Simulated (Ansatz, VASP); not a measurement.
# Two plane-wave programs on Fe

INCAR

```
SYSTEM = Fe
PREC = Accurate
ENCUT = 520
EDIFF = 1E-6
ISMEAR = 0
SIGMA = 0.05
LREAL = .FALSE.
LASPH = .TRUE.
NELM = 150
ALGO = Normal
ISIF = 2
LWAVE = .FALSE.
LCHARG = .TRUE.
ISPIN = 2
MAGMOM = 2.5 -2.5
LORBIT = 11
LMAXMIX = 4
GGA = PE
LELF = .TRUE.
LVHAR = .TRUE.
NBANDS = 19
```

KPOINTS

```
regular mesh
0
G
  16 16 16
  0 0 0
```

File POSCAR:

```
Fe
1.0
    2.8311865454      0.0000000000      0.0000000000
    0.0000000000      2.8311865454      0.0000000000
    0.0000000000      0.0000000000      2.8311865454
Fe
2
Direct
    0.0000000000      0.0000000000      0.0000000000
    0.5000000000      0.5000000000      0.5000000000
```

Input for Ansatz:

```yaml
crystal:
  lattice:
    - [2.8311865454, 0.0, 0.0]
    - [0.0, 2.8311865454, 0.0]
    - [0.0, 0.0, 2.8311865454]
  atoms:
    - { symbol: Fe, position: [0.0, 0.0, 0.0], spin: 2.5 }
    - { symbol: Fe, position: [0.5, 0.5, 0.5], spin: -2.5 }
basis:
  ecutwfc: 420
  ecutrho_ratio: 4
kpoints:
  mp_grid: { grid: [16, 16, 16] }
hamiltonian:
  xc: pbe
scf:
  occupations: { method: gaussian, width: 0.05 }
  lower_state_search: "off"
output:
  forces: true
  stress: true
  eigenvalues: true
  populations: true
magnetization:
  spin_polarized: true
```

Alike in both runs: task single point; functional PBE; k mesh 16 × 16 × 16; occupations gaussian, width 0.05 eV; collinear spin.

|  | VASP | Ansatz |
| --- | --- | --- |
| version | VASP 6.6.1 | Ansatz 0.2.0 |
| potentials or method | VASP PAW PBE potentials, release 64 (Fe), cutoff 520 eV | scalar-relativistic, plane waves, PAW |
| valence electrons in the cell | 16 | 32 |

```tsv
	VASP	Ansatz	Ansatz less VASP
gap on the k mesh at the Fermi level (eV)	none	none	-
pressure (GPa)	-6.1	-6.1	+0.03
net moment per atom (μB)	0.00	0.00	0.000
size of the moment on the site where the two differ most (μB)	1.51	1.46	-0.052
```

Site moments also hang on the region over which each program counts them. A gap of «none» marks a metal or a gap that the smearing closes. VASP's potentials hold 16 valence electrons a cell and Ansatz's 32, so a difference there can come from the potentials and not from the codes.
